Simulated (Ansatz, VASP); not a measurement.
**One calculation of BN, two programs**

```
B N
1.0
     2.50058    0.00000    0.00000
    -1.25029    2.16557    0.00000
     0.00000    0.00000    6.52364
B N
2 2
Direct
  0.33333 0.66667 0.25000
  0.66667 0.33333 0.75000
  0.33333 0.66667 0.75000
  0.66667 0.33333 0.25000
```

Alike in both runs: task single point; functional r2SCAN; k mesh 12 × 12 × 4; no spin polarisation.

|  | VASP | Ansatz |
| --- | --- | --- |
| version | VASP 6.6.1 | Ansatz 0.2.0 |
| potentials or method | VASP PAW PBE potentials, release 64 (B, N) | plane waves, PAW |
| plane-wave cutoff (eV) | 520 | 500 |
| occupations | gaussian, width 0.01 eV | fixed |
| valence electrons in the cell | 16 | 16 |

```tsv
	VASP	Ansatz	Ansatz less VASP
gap on the k mesh at the Fermi level (eV)	4.84	4.81	-0.040
pressure (GPa)	1.0	0.6	-0.40
traceless stress, the component that is largest in VASP (GPa)	0.24	0.93	+0.690
```

VASP's potentials were made for PBE, not for r2SCAN.
